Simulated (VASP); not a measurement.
MnSb:

```
CELL_PARAMETERS angstrom
4.15000 0.00000 0.00000
-2.07500 3.59401 0.00000
0.00000 0.00000 5.78000
ATOMIC_POSITIONS crystal
Sb 0.66667 0.33333 0.75000
Sb 0.33333 0.66667 0.25000
Mn 0.00000 0.00000 0.50000
Mn 0.00000 0.00000 0.00000
```

Base run:

- Program: VASP 6.6.1
- Functional: PBE
- Potentials or basis: VASP PAW PBE potentials, release 64 (Sb, Mn_pv)
- Cutoff: 520 eV
- k mesh: 6 × 6 × 4
- Occupations: fermi-dirac, width 0.05 eV
- Spin: collinear spin, ferromagnetic start
- Starting moments: [0.0, 0.0, 3.0, 3.0] μB
- Fixed moment: 6 μB

Its results: pressure -5.8 GPa; site moments Sb -0.16; Mn +3.15 μB.

Problem. After a change of settings the same cell gave: pressure -9.6 GPa; site moments Sb -0.15; Mn +3.13 μB. Which change was it?
A. fixed moment from 6 μB to 2 μB; moments at the start from [0.0, 0.0, 3.0, 3.0] to [0.0, 0.0, 1.0, 1.0]
B. functional from PBE to PBEsol
C. fixed moment from 6 μB to 8 μB; moments at the start from [0.0, 0.0, 3.0, 3.0] to [0.0, 0.0, 4.0, 4.0]
D. fixed moment from 6 μB to 16 μB; moments at the start from [0.0, 0.0, 3.0, 3.0] to [0.0, 0.0, 8.0, 8.0]

Solution. B.

PBEsol binds more tightly than PBE, so the same cell stands under less pressure.

Caveats: the cell stands under tension; the total moment is fixed, so each spin has its own Fermi level; only a ferromagnetic start was run, and an antiferromagnetic order may lie lower in energy; the PAW data sets were made with another functional, which shifts forces and pressure a little (at least some runs).
